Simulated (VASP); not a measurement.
Write the native input for VASP 6.6.1 that does the following.

| Quantity | Value |
| --- | --- |
| Task | relaxation of cell and atoms |
| Functional | r2SCAN |
| Potentials or basis | VASP PAW PBE potentials, release 64 (Mg, O) |
| Cutoff | 600 eV |
| k mesh | 12 × 12 × 6 |
| Occupations | gaussian, width 0.02 eV |
| Spin | no spin polarisation |
| Dipole correction | no |
| Further INCAR settings | ALGO = Normal; EDIFF = 1e-07; IBRION = 2; EDIFFG = -0.01; NSW = 100; ISIF = 3 |

Crystal: MgO.

```
Mg O
1.0
     3.30779    0.00000    0.00000
    -1.65389    2.86463    0.00000
     0.00000    0.00000    4.98288
Mg O
2 2
Direct
  0.33333 0.66667 0.00216
  0.66667 0.33333 0.50216
  0.33333 0.66667 0.40244
  0.66667 0.33333 0.90244
```

These files were run (other wordings do the same):

POSCAR

```
MgO
1.0
    3.3077869865      0.0000000000      0.0000000000
   -1.6538934933      2.8646275606      0.0000000000
    0.0000000000      0.0000000000      4.9828816700
Mg O
2 2
Direct
    0.3333333300      0.6666666700      0.0021597400
    0.6666666700      0.3333333300      0.5021597400
    0.3333333300      0.6666666700      0.4024402600
    0.6666666700      0.3333333300      0.9024402600
```

INCAR.step1

```
SYSTEM = MgO
ALGO = Normal
EDIFF = 1E-4
ENCUT = 600
GGA = PE
ISMEAR = 0
LASPH = .TRUE.
LCHARG = .FALSE.
LREAL = .FALSE.
LWAVE = .TRUE.
NELM = 80
PREC = Accurate
SIGMA = 0.02
```

INCAR.step2

```
SYSTEM = MgO
ALGO = Normal
EDIFF = 1E-7
EDIFFG = -0.01
ENCUT = 600
IBRION = 2
ISIF = 3
ISMEAR = 0
ISTART = 1
LASPH = .TRUE.
LCHARG = .FALSE.
LMIXTAU = .TRUE.
LREAL = .FALSE.
LWAVE = .FALSE.
METAGGA = R2SCAN
NELM = 80
NSW = 100
PREC = Accurate
SIGMA = 0.02
```

KPOINTS

```
k-points
0
G
  12 12 6
  0 0 0
```

Potentials or basis: VASP PAW PBE potentials, release 64 (Mg, O).

Run with:

```console
$ cat potpaw_PBE.64/Mg/POTCAR potpaw_PBE.64/O/POTCAR > POTCAR
$ cp INCAR.step1 INCAR
$ mpirun -np 1 vasp_std > vasp.out
$ cp INCAR.step2 INCAR
$ mpirun -np 1 vasp_std > vasp.out
```

Results of the run:

* Relaxed volume: 11.71 Å³/atom
* Relaxed cell: a = 3.284 Å, b = 3.284 Å, c = 5.017 Å, α = 90.00°, β = 90.00°, γ = 120.00°
* Space group after relaxing (to 0.05 Å): P6_3mc (No. 186)
* Energy gained by relaxing: 0.7 meV/atom
* Ionic steps: 11
* Pressure after relaxing: 0.0 GPa
* Largest force after relaxing: 0.004 eV/Å
* Band gap on the k mesh: 4.24 eV, direct

Caveat: the PAW data sets were made with another functional, which shifts forces and pressure a little.

Run time: 19 min on 1 thread of Intel Xeon 6975P-C, with other jobs on the host, peak memory 0.23 GiB.
